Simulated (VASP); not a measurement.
**Ag: single point with revPBE**

Crystal: Ag.

```xyz
2
Lattice="0.0000 3.2069 3.2069 3.2069 0.0000 3.2069 3.2069 3.2069 0.0000" Properties=species:S:1:pos:R:3 pbc="T T T"
Ag    0.8017    0.8017    0.8017
Ag    5.6121    5.6121    5.6121
```

This cell differs from its parent crystal: volume scaled by 1.04.

```json
{"Program": "VASP 6.6.1", "Task": "single point", "Functional": "revPBE", "Potentials or basis": "VASP PAW PBE potentials, release 64 (Ag)", "Cutoff": "520 eV", "k mesh": "10 × 10 × 10", "Occupations": "fermi-dirac, width 0.1 eV", "Spin": "no spin polarisation", "Dipole correction": "no", "Further INCAR settings": "ALGO = Normal; EDIFF = 1e-06; NBANDS = 18"}
```

| Item | Value |
| --- | --- |
| Pressure | -0.8 GPa |
| Band gap on the k mesh | zero (band 11 reaches 2.45 eV, above the bottom of band 12 at 1.83 eV) |

Levels at points of the mesh, in eV from the Fermi level:
| k point | band 7 | band 8 | band 9 | band 10 | band 11 | band 12 | band 13 | band 14 | band 15 | band 16 |
| --- | --- | --- | --- | --- | --- | --- | --- | --- | --- | --- |
| (0.00, 0.00, 0.00) | -3.20 | -3.20 | -3.20 | -2.76 | -2.76 | 7.85 | 7.85 | 7.85 | 8.67 | 8.67 |
| (0.50, 0.00, 0.00) | -3.13 | -3.13 | -2.78 | -2.78 | -1.02 | -0.34 | 5.76 | 5.76 | 8.17 | 9.05 |
| (0.50, 0.50, 0.00) | -3.40 | -3.40 | -2.69 | -2.69 | 0.05 | 0.05 | 3.42 | 3.42 | 6.61 | 6.61 |

It took 56 s on 1 thread of AMD EPYC 7R43 64-Core Processor (Zen 3), with other jobs on the host, peak memory 0.18 GiB.

Caveat: the PAW data sets were made with another functional, which shifts forces and pressure a little.
